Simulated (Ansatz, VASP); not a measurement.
## One calculation of SnSe, two programs

```
Sn Se
1.0
     0.09030    3.05515    3.05515
     3.05515    0.09030    3.05515
     3.05515    3.05515    0.09030
Sn Se
1 1
Direct
  0.00000 0.00000 0.00000
  0.50000 0.50000 0.50000
```

Change from the starting cell: equal xy, yz and zx shear strains of +3 %, crystal datasets.

Alike in both runs: task electric field gradients; functional LDA; k mesh 9 × 9 × 9; occupations fermi-dirac, width 0.02 eV; no spin polarisation.

```csv
,VASP,Ansatz
version,VASP 6.6.1,Ansatz 0.2.0
potentials or method,"VASP PAW LDA potentials, release 64 (Sn_d, Se), cutoff 400 eV","all-electron PAW with datasets made for the crystal, scalar-relativistic"
```

|  | VASP | Ansatz | Ansatz less VASP |
| --- | --- | --- | --- |
| pressure (GPa) | -3.2 | -3.3 | -0.04 |
| traceless stress, the component that is largest in VASP (GPa) | -0.63 | -0.64 | -0.002 |
| size of Vzz on the site where it differs most (V/Å²) | 0.7 | 2.0 | +1.35 |

LDA's correlation is that of Perdew and Zunger in VASP and of Perdew and Wang (1992) in Ansatz. Ansatz ran all-electron here, and VASP with PAW potentials.
